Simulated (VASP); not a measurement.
# Zr2Cl (Fm-3m) in VASP: further runs, part 3 of 3

VASP 6.6.1. Earlier steps stand in the parts before.

## Step 5: Relaxation of cell and atoms, PBE

INCAR

```
SYSTEM = Zr2Cl
ALGO = Normal
EDIFF = 1E-6
EDIFFG = -0.01
ENCUT = 600
GGA = PE
IBRION = 2
ISIF = 3
ISMEAR = 0
LASPH = .True.
LCHARG = .False.
LREAL = .False.
LWAVE = .False.
NELM = 80
NSW = 100
PREC = Accurate
SIGMA = 0.1
```

KPOINTS

```
k-points
0
Gamma
  12 12 12
  0 0 0
```

POSCAR

```
Zr2Cl
1.0
    0.0000000000      3.1388012800      3.1388012800
    3.1388012800      0.0000000000      3.1388012800
    3.1388012800      3.1388012800      0.0000000000
Zr Cl
2 1
Direct
    0.7500000000      0.7500000000      0.7500000000
    0.2500000000      0.2500000000      0.2500000000
    0.0000000000      0.0000000000      0.0000000000
```

Potentials or basis: VASP PAW PBE potentials, release 64 (Zr_sv, Cl).

Launch:

```
cat potpaw_PBE.64/Zr_sv/POTCAR potpaw_PBE.64/Cl/POTCAR > POTCAR
mpirun -np 1 vasp_std > vasp.out
```

OUTCAR:

```text
SYSTEM = Zr2Cl
   EDIFF = 1E-6
   EDIFFG = -0.01
   ENCUT = 600
   GGA = PE
   IBRION = 2
   ISIF = 3
   ISMEAR = 0
   LASPH = .True.
   LREAL = .False.
   NELM = 80
   NSW = 100
   PREC = Accurate

 ion  position               nearest neighbor table
   1  0.750  0.750  0.750-   3 2.72   3 2.72   3 2.72   3 2.72   2 3.14   2 3.14   2 3.14   2 3.14
                             2 3.14   2 3.14
   2  0.250  0.250  0.250-   3 2.72   3 2.72   3 2.72   3 2.72   1 3.14   1 3.14   1 3.14   1 3.14
                             1 3.14   1 3.14
   3  0.000  0.000  0.000-   1 2.72   2 2.72   1 2.72   1 2.72   1 2.72   2 2.72   2 2.72   2 2.72

  LATTYP: Found a face centered cubic cell.
 ALAT       =     6.2776025600

  Lattice vectors:

 A1 = (   0.0000000000,   3.1388012800,   3.1388012800)
 A2 = (   3.1388012800,   0.0000000000,   3.1388012800)
 A3 = (   3.1388012800,   3.1388012800,   0.0000000000)

Analysis of symmetry for initial positions (statically):
=====================================================================
 Subroutine PRICEL returns:
 Original cell was already a primitive cell.

 Routine SETGRP: Setting up the symmetry group for a
 face centered cubic supercell.

 Subroutine GETGRP returns: Found 48 space group operations
 (whereof 48 operations were pure point group operations)
 out of a pool of 48 trial point group operations.

The static configuration has the point symmetry O_h .

Analysis of symmetry for dynamics (positions and initial velocities):
=====================================================================
 Subroutine PRICEL returns:
 Original cell was already a primitive cell.

 Routine SETGRP: Setting up the symmetry group for a
 face centered cubic supercell.

 Subroutine GETGRP returns: Found 48 space group operations
 (whereof 48 operations were pure point group operations)
 out of a pool of 48 trial point group operations.

The dynamic configuration has the point symmetry O_h .

 Subroutine INISYM returns: Found 48 space group operations
 (whereof 48 operations are pure point group operations),
 and found     1 'primitive' translations

----------------------------------------------------------------------------------------

                                     Primitive cell

  volume of cell :      61.8474

  direct lattice vectors                    reciprocal lattice vectors
     0.000000000  3.138801280  3.138801280    -0.159296481  0.159296481  0.159296481
     3.138801280  0.000000000  3.138801280     0.159296481 -0.159296481  0.159296481
     3.138801280  3.138801280  0.000000000     0.159296481  0.159296481 -0.159296481

  length of vectors
     4.438935340  4.438935340  4.438935340     0.275909599  0.275909599  0.275909599

  position of ions in fractional coordinates (direct lattice)
     0.750000000  0.750000000  0.750000000
     0.250000000  0.250000000  0.250000000
     0.000000000  0.000000000  0.000000000

  ion indices of the primitive-cell ions
   primitive index   ion index
                 1           1
                 2           2
                 3           3

[... 52 lines left out ...]
 [... further k-points ...]
   k-points           NKPTS =     72   k-points in BZ     NKDIM =     72   number of bands    NBANDS=     19
   number of dos      NEDOS =    301   number of ions     NIONS =      3
   total plane-waves  NPLWV =  46656
   dimension x,y,z NGX =    36 NGY =   36 NGZ =   36
   dimension x,y,z NGXF=    72 NGYF=   72 NGZF=   72
   ions per type =               2   1
   NGX,Y,Z   is equivalent  to a cutoff of  13.48, 13.48, 13.48 a.u.
   NGXF,Y,Z  is equivalent  to a cutoff of  26.97, 26.97, 26.97 a.u.
 SYSTEM =  Zr2Cl
   PREC   = accura    normal or accurate (medium, high low for compatibility)
   ISTART =      0    job   : 0-new  1-cont  2-samecut
   ICHARG =      2    charge: 1-file 2-atom 10-const
   ISPIN  =      1    spin polarized calculation?
   LNONCOLLINEAR =      F non collinear calculations
   LSORBIT =      F    spin-orbit coupling
   LASPH  =      T    aspherical Exc in radial PAW
   ENCUT  =  600.0 eV  44.10 Ry    6.64 a.u.   8.87  8.87  8.87*2*pi/ulx,y,z
   NELM   =     80;   NELMIN=  2; NELMDL= -5     # of ELM steps
   EDIFF  = 0.1E-05   stopping-criterion for ELM
   LREAL  =      F    real-space projection
   EDIFFG = -.1E-01   stopping-criterion for IOM
   NSW    =    100    number of steps for IOM
   IBRION =      2    ionic relax: 0-MD 1-quasi-New 2-CG
   NFREE  =      1    steps in history (QN), initial steepest desc. (CG)
   ISIF   =      3    stress and relaxation
   ISYM   =      2    0-nonsym 1-usesym 2-fastsym
   POTIM  = 0.5000    time-step for ionic-motion
   TEBEG  =    0.0;   TEEND  =   0.0 temperature during run
   PSTRESS=    0.0 pullay stress
   NELECT =      31.0000    total number of electrons
   NUPDOWN=      -1.0000    fix difference up-down
   EMIN   =  10.00;   EMAX   =-10.00  energy-range for DOS
   EFERMI =   0.00;   METHOD = LEGACY
   ISMEAR =     0;   SIGMA  =   0.10  broadening in eV -4-tet -1-fermi 0-gaus
   EFERMI_NEDOS =   21; number of points for ismear=-14 and -15
   IALGO  =     38    algorithm
   IMIX   =      4    mixing-type and parameters
     AMIX     =   0.40;   BMIX     =  1.00
     AMIX_MAG =   1.60;   BMIX_MAG =  1.00
  volume/ion in A,a.u.               =      20.62       139.12
  Fermi-wavevector in a.u.,A,eV,Ry     =   1.300434  2.457464 23.009194  1.691128
  Thomas-Fermi vector in A             =   2.431633
   LORBIT       =      0    0 simple, 1 ext, 2 COOP (PROOUT), +10 PAW based schemes
   GGA     = PE    functional components
   LHFCALC =     F    Hartree Fock is set to
   AEXX    =    0.0000 exact exchange contribution
   IVDW    =     0    specifies the selected vdW correction
   LEPSILON=     F    determine dielectric tensor
   LRPA    =     F    only Hartree local field effects (RPA)
 conjugate gradient relaxation of ions
 non-spin polarized calculation
 Gauss-broadening in eV      SIGMA  =   0.10
  energy-cutoff  :      600.00
  volume of cell :       61.85
 maximum number of plane-waves:      2085
   NGX = 17   NGY = 17   NGZ = 17

--------------------------------------- Ionic step        1  -------------------------------------------

 number of electron      31.0000002 magnetization

 Free energy of the ion-electron system (eV)
  ---------------------------------------------------
  ext. energy  EPLUGINS =         0.00000000
  ---------------------------------------------------
  free energy    TOTEN  =       -18.57441334 eV

  energy without entropy =      -18.56526932  energy(sigma->0) =      -18.56984133

------------------------ aborting loop because EDIFF is reached ----------------------------------------

  FORCE on cell =-STRESS in cart. coord.  units (eV):
  Direction    XX          YY          ZZ          XY          YZ          ZX
  --------------------------------------------------------------------------------------
  -------------------------------------------------------------------------------------
  Total        0.2237432      0.2237432      0.2237432      0.0000000      0.0000000      0.0000000
  in kB        5.7961404      5.7961404      5.7961404      0.0000000      0.0000000      0.0000000
  external PRESSURE =       5.7961404 kB  Pullay stress =       0.0000000 kB
[... 61 lines left out ...]
--------------------------------------- Ionic step        3  -------------------------------------------

 number of electron      31.0000002 magnetization

 Free energy of the ion-electron system (eV)
  ---------------------------------------------------
  ext. energy  EPLUGINS =         0.00000000
  ---------------------------------------------------
  free energy    TOTEN  =       -18.57521813 eV

  energy without entropy =      -18.56599870  energy(sigma->0) =      -18.57060841

 E-fermi :   9.6258     XC(G=0): -10.9544

 val. band max:        9.6141340678   @ k =  -0.3333   0.3333   0.0833
 cond. band min:       9.6330928624   @ k =   0.4167   0.3333   0.0000
 fundamental gap:      0.0189587946
 Fermi energy:         9.6258151775

 k-point     1 :       0.0000    0.0000    0.0000
  band No.  band energies     occupation
      1     -39.7954      2.00000
      2     -39.6150      2.00000
      3     -18.0321      2.00000
      4     -18.0321      2.00000
      5     -18.0321      2.00000
      6     -17.5690      2.00000
[... 505 lines left out ...]
      6     -17.7418      2.00000
[... 11 lines left out ...]
     18      10.6601      0.00000
     19      10.8846      0.00000

 [... further k-points ...]

------------------------ aborting loop because EDIFF is reached ----------------------------------------

  FORCE on cell =-STRESS in cart. coord.  units (eV):
  Direction    XX          YY          ZZ          XY          YZ          ZX
  --------------------------------------------------------------------------------------
  -------------------------------------------------------------------------------------
  Total        0.0003024      0.0003024      0.0003024     -0.0000000     -0.0000000      0.0000000
  in kB        0.0077765      0.0077765      0.0077765     -0.0000000     -0.0000000      0.0000000
  external PRESSURE =       0.0077765 kB  Pullay stress =       0.0000000 kB
[... 18 lines left out ...]
  FREE ENERGIE OF THE ION-ELECTRON SYSTEM (eV)
  ---------------------------------------------------
  free  energy   TOTEN  =       -18.5752181286 eV

  energy  without entropy=      -18.5659986969  energy(sigma->0) =      -18.57060841

 reached required accuracy - stopping structural energy minimisation
```

OSZICAR:

```text
N       E                     dE             d eps       ncg     rms          rms(c)
DAV:   1     0.309008238154E+03    0.30901E+03   -0.17467E+04  2736   0.173E+03
DAV:   2     0.799049316156E+01   -0.30102E+03   -0.29418E+03  2975   0.453E+02
DAV:   3    -0.172350218481E+02   -0.25226E+02   -0.24430E+02  4841   0.101E+02
[... 23 lines left out ...]
DAV:   3    -0.185750975253E+02    0.56407E-03   -0.29552E-03  4011   0.395E-01    0.940E-02
DAV:   4    -0.185751586850E+02   -0.61160E-04   -0.21369E-04  3557   0.713E-02    0.442E-02
DAV:   5    -0.185752141544E+02   -0.55469E-04   -0.13067E-04  4507   0.581E-02    0.214E-02
DAV:   6    -0.185752177595E+02   -0.36050E-05   -0.53415E-06  2649   0.206E-02    0.279E-03
DAV:   7    -0.185752181286E+02   -0.36912E-06   -0.42270E-07  1757   0.734E-03
   3 F= -.18575218E+02 E0= -.18570608E+02  d E =-.804791E-03
```

CONTCAR:

```text
Zr2Cl
   1.00000000000000
     0.0000000000000000    3.1463632606146921    3.1463632606146921
     3.1463632606146921    0.0000000000000000    3.1463632606146921
     3.1463632606146921    3.1463632606146921    0.0000000000000000
  Zr              Cl
     2     1
Direct
     0.7500000000000000    0.7500000000000000    0.7500000000000000
     0.2500000000000000    0.2500000000000000    0.2500000000000000
     0.0000000000000000    0.0000000000000000    0.0000000000000000

  0.00000000E+00  0.00000000E+00  0.00000000E+00
  0.00000000E+00  0.00000000E+00  0.00000000E+00
  0.00000000E+00  0.00000000E+00  0.00000000E+00
```

Wall time 2.2 min (1 thread of Intel Xeon Platinum 8488C (Sapphire Rapids), shared host); peak memory 0.27 GiB.

Results:

```yaml
Free_energy: -18.5752 eV
Relaxed_volume: 20.77 Å³/atom
Relaxed_cell: a = 4.450 Å, b = 4.450 Å, c = 4.450 Å, α = 60.00°, β = 60.00°, γ = 60.00°
Space_group_after_relaxing_to_0.1_Å: Fm-3m (No. 225)
Energy_gained_by_relaxing: 0.3 meV/atom
Ionic_steps: 3
Pressure_after_relaxing: 0.0 GPa
Band_gap_on_the_k_mesh: zero (an odd number of electrons rules out a gap without spin polarisation)
```

Step by step:
| step | energy change (eV) | largest force (eV/Å) | pressure (GPa) | volume (Å³) |
| --- | --- | --- | --- | --- |
| 1 | 0.0000 | 0.0000 | 0.58 | 61.85 |
| 2 | -0.0006 | 0.0000 | -0.27 | 62.52 |
| 3 | -0.0008 | 0.0000 | 0.00 | 62.30 |

Final structure:
```
Zr Cl
1.0
     0.00000    3.14636    3.14636
     3.14636    0.00000    3.14636
     3.14636    3.14636    0.00000
Zr Cl
2 1
Direct
  0.75000 0.75000 0.75000
  0.25000 0.25000 0.25000
  0.00000 0.00000 0.00000
```

Caveat: an odd number of electrons without spin polarisation forces a metal; a magnetic or distorted state may lie lower.

## Step 6: Summary

```csv
task,spin,cell,k mesh,cutoff (eV),gap on the mesh (eV),pressure (GPa)
single point,off,"a = 4.439 Å, angles 60.0°, 3 atoms",6 × 6 × 6,520,none,0.8
single point,collinear,"a = 4.439 Å, angles 60.0°, 3 atoms",6 × 6 × 6,520,none,0.8
single point,off,"a = 4.445 Å, angles 60.0°, 3 atoms",12 × 12 × 12,520,none,0.2
relaxation of cell and atoms,off,"relaxed from a = 4.439 Å, angles 60.0°, 3 atoms",12 × 12 × 12,600,none,0.0
```

Alike in all rows: level PBE; potentials or basis VASP PAW PBE potentials, release 64 (Zr_sv, Cl); smearing gaussian 0.1 eV.

Caveats: an odd number of electrons without spin polarisation forces a metal (at least some runs); a magnetic or distorted state may lie lower (at least some runs).

Total energies depend on the potentials used, so only differences within one code and one set of settings carry meaning.

The gap in the log of VASP goes by the Fermi energy; the results here count the filled bands.